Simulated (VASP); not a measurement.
## Au: single point with PBEsol

The system is Au.

```xyz
1
Lattice="0.0000 2.0446 2.0446 2.0446 0.0000 2.0446 2.0446 2.0446 0.0000" Properties=species:S:1:pos:R:3 pbc="T T T"
Au    0.0000    0.0000    0.0000
```

- Program: VASP 6.6.1
- Task: single point
- Functional: PBEsol
- Potentials or basis: VASP PAW PBE potentials, release 64 (Au)
- Cutoff: 520 eV
- k mesh: 14 × 14 × 14
- Occupations: fermi-dirac, width 0.136057 eV
- Spin: no spin polarisation

- Pressure: -1.1 GPa

Levels at points of the mesh, in eV from the Fermi level:
| k point | band 3 | band 4 | band 5 | band 6 | band 7 | band 8 | band 9 | band 10 |
| --- | --- | --- | --- | --- | --- | --- | --- | --- |
| (0.00, 0.00, 0.00) | -4.64 | -4.64 | -3.12 | -3.12 | 14.53 | 18.50 | 18.50 | 18.50 |
| (0.50, 0.00, 0.00) | -4.68 | -1.93 | -1.93 | -0.99 | 3.06 | 13.96 | 17.09 | 17.09 |
| (0.50, 0.50, 0.00) | -1.97 | -1.61 | -1.61 | 0.99 | 5.74 | 9.97 | 9.97 | 17.15 |

Run time: 15 s on 1 thread of Intel Xeon 8259CL, on a shared host, peak memory 0.15 GiB.

Caveat: the PAW data sets were made with another functional, which shifts forces and pressure a little; spin-orbit coupling is left out, which moves the levels of the heavy elements.
